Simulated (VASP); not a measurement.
# PbS (Fm-3m) in VASP: dielectric tensor with r2SCAN

Aim: the dielectric tensor of PbS with r2SCAN.

Program: VASP 6.6.1. These are calculated values, not measurements. Logs are shortened: lines on timing, memory, paths and dates and some standing lists are left out, and cuts for length are marked.

## Step 1: The cell of the first run

It takes space group Fm-3m (No. 225, cubic). The conventional cell has a = 5.974 Å, b = 5.974 Å, c = 5.974 Å, α = 90.00°, β = 90.00°, γ = 90.00°. Pb (site symmetry m-3m) has 6 S at 2.99 Å within 3.9 Å. S (site symmetry m-3m) has 6 Pb at 2.99 Å within 3.9 Å.

## Step 2: Dielectric tensor, r2SCAN

INCAR reads:

```
ALGO     = Normal         # electronic algorithm
EDIFF    = 1E-8           # SCF threshold, eV
ENCUT    = 520            # plane-wave cutoff, eV
ISIF     = 2              # what is computed and relaxed
ISMEAR   = 0              # smearing method
LASPH    = True           # aspherical terms in the spheres
LCALCEPS = True         
LCHARG   = False          # write CHGCAR
LMIXTAU  = True         
LREAL    = False          # projectors in reciprocal space
LWAVE    = False          # write WAVECAR
METAGGA  = R2SCAN         # meta-GGA
NELM     = 100            # most SCF steps
PREC     = Accurate       # precision mode
SIGMA    = 0.01           # smearing width, eV
```

KPOINTS reads:

```
k-points
0
Gamma
  6 6 6
```

POSCAR reads:

```
PbS
1.0
    0.0000000000      2.9872326762      2.9872326762
    2.9872326762      0.0000000000      2.9872326762
    2.9872326762      2.9872326762      0.0000000000
Pb S
1 1
Direct
    0.0000000000      0.0000000000      0.0000000000
    0.5000000000      0.5000000000      0.5000000000
```

Potentials or basis: VASP PAW PBE potentials, release 64 (Pb_d, S).

Run with:

```
cat potpaw_PBE.64/Pb_d/POTCAR potpaw_PBE.64/S/POTCAR > POTCAR
mpirun -np 1 vasp_std > vasp.out
```

OUTCAR:

```text
EDIFF = 1E-8
   ENCUT = 520
   ISIF = 2
   ISMEAR = 0
   LASPH = True
   LREAL = False
   METAGGA = R2SCAN
   NELM = 100
   PREC = Accurate

 ion  position               nearest neighbor table
   1  0.000  0.000  0.000-   2 2.99   2 2.99   2 2.99   2 2.99   2 2.99   2 2.99
   2  0.500  0.500  0.500-   1 2.99   1 2.99   1 2.99   1 2.99   1 2.99   1 2.99

  LATTYP: Found a face centered cubic cell.
 ALAT       =     5.9744653524

  Lattice vectors:

 A1 = (   0.0000000000,   2.9872326762,   2.9872326762)
 A2 = (   2.9872326762,   0.0000000000,   2.9872326762)
 A3 = (   2.9872326762,   2.9872326762,   0.0000000000)

Analysis of symmetry for initial positions (statically):
=====================================================================
 Subroutine PRICEL returns:
 Original cell was already a primitive cell.

 Routine SETGRP: Setting up the symmetry group for a
 face centered cubic supercell.

 Subroutine GETGRP returns: Found 48 space group operations
 (whereof 48 operations were pure point group operations)
 out of a pool of 48 trial point group operations.

The static configuration has the point symmetry O_h .

Analysis of symmetry for dynamics (positions and initial velocities):
=====================================================================
 Subroutine PRICEL returns:
 Original cell was already a primitive cell.

 Routine SETGRP: Setting up the symmetry group for a
 face centered cubic supercell.

 Subroutine GETGRP returns: Found 48 space group operations
 (whereof 48 operations were pure point group operations)
 out of a pool of 48 trial point group operations.

The dynamic configuration has the point symmetry O_h .

 Subroutine INISYM returns: Found 48 space group operations
 (whereof 48 operations are pure point group operations),
 and found     1 'primitive' translations

----------------------------------------------------------------------------------------

                                     Primitive cell

  volume of cell :      53.3135

  direct lattice vectors                    reciprocal lattice vectors
     0.000000000  2.987232676  2.987232676    -0.167378994  0.167378994  0.167378994
     2.987232676  0.000000000  2.987232676     0.167378994 -0.167378994  0.167378994
     2.987232676  2.987232676  0.000000000     0.167378994  0.167378994 -0.167378994

  length of vectors
     4.224584965  4.224584965  4.224584965     0.289908922  0.289908922  0.289908922

  position of ions in fractional coordinates (direct lattice)
     0.000000000  0.000000000  0.000000000
     0.500000000  0.500000000  0.500000000

  ion indices of the primitive-cell ions
   primitive index   ion index
                 1           1
                 2           2

----------------------------------------------------------------------------------------

 KPOINTS: k-points

Automatic generation of k-mesh.
 Grid dimensions read from file:
 generate k-points for:    6    6    6

 Generating k-lattice:

  Cartesian coordinates                     Fractional coordinates (reciprocal lattice)
    -0.027896499  0.027896499  0.027896499     0.166666667  0.000000000  0.000000000
     0.027896499 -0.027896499  0.027896499     0.000000000  0.166666667  0.000000000
     0.027896499  0.027896499 -0.027896499     0.000000000  0.000000000  0.166666667

  Length of vectors
     0.048318154  0.048318154  0.048318154

  Shift w.r.t. Gamma in fractional coordinates (k-lattice)
     0.000000000  0.000000000  0.000000000

 Subroutine IBZKPT returns following result:
 ===========================================

 Found     16 irreducible k-points:

 Following reciprocal coordinates:
            Coordinates               Weight
  0.000000  0.000000  0.000000      1.000000
  0.166667  0.000000  0.000000      8.000000
  0.333333  0.000000  0.000000      8.000000
  0.500000  0.000000  0.000000      4.000000
  0.166667  0.166667  0.000000      6.000000
  0.333333  0.166667  0.000000     24.000000
[... 8 lines left out ...]
 -0.333333  0.333333  0.166667     24.000000
 -0.333333  0.500000  0.166667     12.000000
   k-points           NKPTS =     16   k-points in BZ     NKDIM =     16   number of bands    NBANDS=     14
   number of dos      NEDOS =    301   number of ions     NIONS =      2
   total plane-waves  NPLWV =  32768
   dimension x,y,z NGX =    32 NGY =   32 NGZ =   32
   dimension x,y,z NGXF=    64 NGYF=   64 NGZF=   64
   ions per type =               1   1
   NGX,Y,Z   is equivalent  to a cutoff of  12.59, 12.59, 12.59 a.u.
   NGXF,Y,Z  is equivalent  to a cutoff of  25.19, 25.19, 25.19 a.u.
 SYSTEM =  unknown system
   PREC   = accura    normal or accurate (medium, high low for compatibility)
   ISTART =      0    job   : 0-new  1-cont  2-samecut
   ICHARG =      2    charge: 1-file 2-atom 10-const
   ISPIN  =      1    spin polarized calculation?
   LNONCOLLINEAR =      F non collinear calculations
   LSORBIT =      F    spin-orbit coupling
   LASPH  =      T    aspherical Exc in radial PAW
   ENCUT  =  520.0 eV  38.22 Ry    6.18 a.u.   7.85  7.85  7.85*2*pi/ulx,y,z
   NELM   =    100;   NELMIN=  2; NELMDL= -5     # of ELM steps
   EDIFF  = 0.1E-07   stopping-criterion for ELM
   LREAL  =      F    real-space projection
   EDIFFG = 0.1E-06   stopping-criterion for IOM
   NSW    =      0    number of steps for IOM
   IBRION =     -1    ionic relax: 0-MD 1-quasi-New 2-CG
   NFREE  =      0    steps in history (QN), initial steepest desc. (CG)
   ISIF   =      2    stress and relaxation
   ISYM   =      2    0-nonsym 1-usesym 2-fastsym
   POTIM  = 0.5000    time-step for ionic-motion
   TEBEG  =    0.0;   TEEND  =   0.0 temperature during run
   PSTRESS=    0.0 pullay stress
   NELECT =      20.0000    total number of electrons
   NUPDOWN=      -1.0000    fix difference up-down
   EMIN   =  10.00;   EMAX   =-10.00  energy-range for DOS
   EFERMI =   0.00;   METHOD = LEGACY
   ISMEAR =     0;   SIGMA  =   0.01  broadening in eV -4-tet -1-fermi 0-gaus
   EFERMI_NEDOS =   21; number of points for ismear=-14 and -15
   IALGO  =     38    algorithm
   IMIX   =      4    mixing-type and parameters
     AMIX     =   0.40;   BMIX     =  1.00
     AMIX_MAG =   1.60;   BMIX_MAG =  1.00
  volume/ion in A,a.u.               =      26.66       179.89
  Fermi-wavevector in a.u.,A,eV,Ry     =   1.180699  2.231197 18.967196  1.394050
  Thomas-Fermi vector in A             =   2.316986
   LORBIT       =      0    0 simple, 1 ext, 2 COOP (PROOUT), +10 PAW based schemes
   METAGGA = R2SCAN    functional components
   LHFCALC =     F    Hartree Fock is set to
   AEXX    =    0.0000 exact exchange contribution
   IVDW    =     0    specifies the selected vdW correction
   LEPSILON=     F    determine dielectric tensor
   LRPA    =     F    only Hartree local field effects (RPA)
   LRPA       =     F
 non-spin polarized calculation
 Gauss-broadening in eV      SIGMA  =   0.01
  energy-cutoff  :      520.00
  volume of cell :       53.31
 maximum number of plane-waves:      1459
   NGX = 15   NGY = 15   NGZ = 15

 Total electronic dipole moment: p[elc]=(     0.00000    -0.00000    -0.00000 ) |e| Angst

 Total electronic dipole moment: p[elc]=(     0.00000     0.00000    -0.00000 ) |e| Angst

 number of electron      20.0000001 magnetization

 Free energy of the ion-electron system (eV)
  ---------------------------------------------------
  ext. energy  EPLUGINS =         0.00000000
  ---------------------------------------------------
  free energy    TOTEN  =       -65.61338074 eV

  energy without entropy =      -65.61338074  energy(sigma->0) =      -65.61338074

 E-fermi :   5.4521     XC(G=0): -10.1464

 val. band max:        5.3951024341   @ k =   0.5000   0.0000   0.0000
 cond. band min:   10000.0000000000   @ k =   0.0000   0.0000   0.0000
 fundamental gap:   9994.6048975659
 Fermi energy:         5.4520876368

 k-point     1 :       0.0000    0.0000    0.0000
  band No.  band energies     occupation
      1     -12.0009      2.00000
      2     -12.0008      2.00000
      3     -12.0008      2.00000
      4     -11.9843      2.00000
      5     -11.9843      2.00000
      6      -8.6001      2.00000
      7      -0.7308      2.00000
      8       3.1947      2.00000
      9       3.1947      2.00000
     10       3.1947      2.00000
     11   10000.0000      0.00000
     12   10000.0000      0.00000
     13   10000.0000      0.00000
     14   10000.0000      0.00000

 k-point     2 :       0.1667    0.0000    0.0000
  band No.  band energies     occupation
      1     -11.9997      2.00000
      2     -11.9984      2.00000
      3     -11.9984      2.00000
      4     -11.9838      2.00000
      5     -11.9837      2.00000
      6      -8.3703      2.00000
      7      -1.5012      2.00000
      8       3.2690      2.00000
      9       3.2690      2.00000
     10       3.7759      2.00000
     11   10000.0000      0.00000
     12   10000.0000      0.00000
     13   10000.0000      0.00000
     14   10000.0000      0.00000

 k-point     3 :       0.3333    0.0000    0.0000
  band No.  band energies     occupation
      1     -12.0104      2.00000
      2     -12.0104      2.00000
      3     -11.9980      2.00000
      4     -11.9658      2.00000
      5     -11.9658      2.00000
      6      -7.7952      2.00000
      7      -2.8575      2.00000
      8       3.4572      2.00000
      9       3.4573      2.00000
     10       4.7143      2.00000
     11   10000.0000      0.00000
     12   10000.0000      0.00000
     13   10000.0000      0.00000
     14   10000.0000      0.00000
[... 324 lines left out ...]
 k-point    23 :       0.0000    0.1667    0.1667
  band No.  band energies     occupation
      1     -12.0077      2.00000
      2     -12.0065      2.00000
      3     -11.9874      2.00000
      4     -11.9874      2.00000
      5     -11.9783      2.00000
      6      -8.2873      2.00000
      7      -1.5204      2.00000
      8       2.8648      2.00000
      9       2.8648      2.00000
     10       4.2796      2.00000
     11   10000.0000      0.00000
     12   10000.0000      0.00000
     13   10000.0000      0.00000
     14   10000.0000      0.00000

 k-point    24 :       0.0000    0.3333    0.1667
  band No.  band energies     occupation
      1     -12.0338      2.00000
      2     -12.0049      2.00000
      3     -11.9905      2.00000
      4     -11.9752      2.00000
      5     -11.9623      2.00000
      6      -7.8113      2.00000
      7      -2.3859      2.00000
      8       2.7511      2.00000
      9       2.8066      2.00000
     10       3.9867      2.00000
     11   10000.0000      0.00000
     12   10000.0000      0.00000
     13   10000.0000      0.00000
     14   10000.0000      0.00000

 [... further k-points ...]

------------------------ aborting loop because EDIFF is reached ----------------------------------------

            Ionic dipole moment: p[ion]=(   -17.92340   -17.92340   -17.92340 ) |e| Angst

 Total electronic dipole moment: p[elc]=(     0.00022     0.00022     0.03785 ) |e| Angst

 MACROSCOPIC STATIC DIELECTRIC TENSOR (including local field effects)
 ------------------------------------------------------
          13.845538     0.000000    -0.000000
           0.000000    13.845538     0.000000
           0.000000     0.000000    13.845538
 ------------------------------------------------------

 PIEZOELECTRIC TENSOR (including local field effects) (e Angst)
          XX          YY          ZZ          XY          YZ          ZX
  --------------------------------------------------------------------------------
  x     0.00000     0.00000     0.00000     0.00000     0.00000     0.00000
  y     0.00000     0.00000     0.00000     0.00000     0.00000     0.00000
  z     0.00000     0.00000     0.00000     0.00000     0.00000     0.00000

 PIEZOELECTRIC TENSOR (including local field effects) (C/m^2)
          XX          YY          ZZ          XY          YZ          ZX
  --------------------------------------------------------------------------------
  x     0.00000     0.00000     0.00000     0.00000     0.00000     0.00000
  y     0.00000     0.00000     0.00000     0.00000     0.00000     0.00000
  z     0.00000     0.00000     0.00000     0.00000     0.00000     0.00000

 BORN EFFECTIVE CHARGES (including local field effects) (in |e|, cummulative output)
 ---------------------------------------------------------------------------------
 ion    1
    1     4.33670     0.00000     0.00000
    2     0.00000     4.33670     0.00000
    3    -0.00000    -0.00000     4.33670
 ion    2
    1    -4.33670    -0.00000    -0.00000
    2    -0.00000    -4.33670    -0.00000
    3     0.00000     0.00000    -4.33670

  FORCE on cell =-STRESS in cart. coord.  units (eV):
  Direction    XX          YY          ZZ          XY          YZ          ZX
  --------------------------------------------------------------------------------------
  -------------------------------------------------------------------------------------
  Total       -0.0118269     -0.0118269     -0.0118269      0.0000000      0.0000000      0.0000000
  in kB       -0.3554208     -0.3554208     -0.3554208      0.0000000      0.0000000      0.0000000
  external PRESSURE =      -0.3554208 kB  Pullay stress =       0.0000000 kB

 VOLUME and BASIS-vectors are now :
 -----------------------------------------------------------------------------
  energy-cutoff  :      520.00
  volume of cell :       53.31
      direct lattice vectors                 reciprocal lattice vectors
     0.000000000  2.987232676  2.987232676    -0.167378994  0.167378994  0.167378994
     2.987232676  0.000000000  2.987232676     0.167378994 -0.167378994  0.167378994
     2.987232676  2.987232676  0.000000000     0.167378994  0.167378994 -0.167378994

 POSITION                                       TOTAL-FORCE (eV/Angst)
 -----------------------------------------------------------------------------------
      0.00000      0.00000      0.00000         0.000000     -0.000000     -0.000000
      2.98723      2.98723      2.98723        -0.000000      0.000000      0.000000
 -----------------------------------------------------------------------------------
    total drift:                                0.000000     -0.000000     -0.000000

  FREE ENERGIE OF THE ION-ELECTRON SYSTEM (eV)
  ---------------------------------------------------
  free  energy   TOTEN  =       -65.6133807418 eV

  energy  without entropy=      -65.6133807418  energy(sigma->0) =      -65.61338074
```

Run time: 46 min. Hardware: 1 thread of Intel Xeon 6975P-C (Granite Rapids), shared host; peak memory 0.37 GiB.

What came out:

```yaml
Band_gap_on_the_k_mesh: 0.70 eV
Electronic_dielectric_tensor_diagonal: 13.85
Born_charges_mean_of_the_diagonal: Pb +4.34; S -4.34 e
```

Electronic dielectric tensor:
```
13.85  0.00  0.00
 0.00 13.85  0.00
 0.00  0.00 13.85
```

Born effective charge tensors (e):
atom 1, Pb
```
4.34 0.00 0.00
0.00 4.34 0.00
0.00 0.00 4.34
```
atom 2, S
```
-4.34  0.00  0.00
 0.00 -4.34  0.00
 0.00  0.00 -4.34
```

Dipole moments of the cell (e·Å, modulo the quantum): ionic -17.923, -17.923, -17.923; electronic 0.000, 0.000, 0.038

Caveat: the PAW data sets were made with another functional, which shifts forces and pressure a little; spin-orbit coupling is left out, which moves the levels of the heavy elements. A k mesh can miss the band edges.
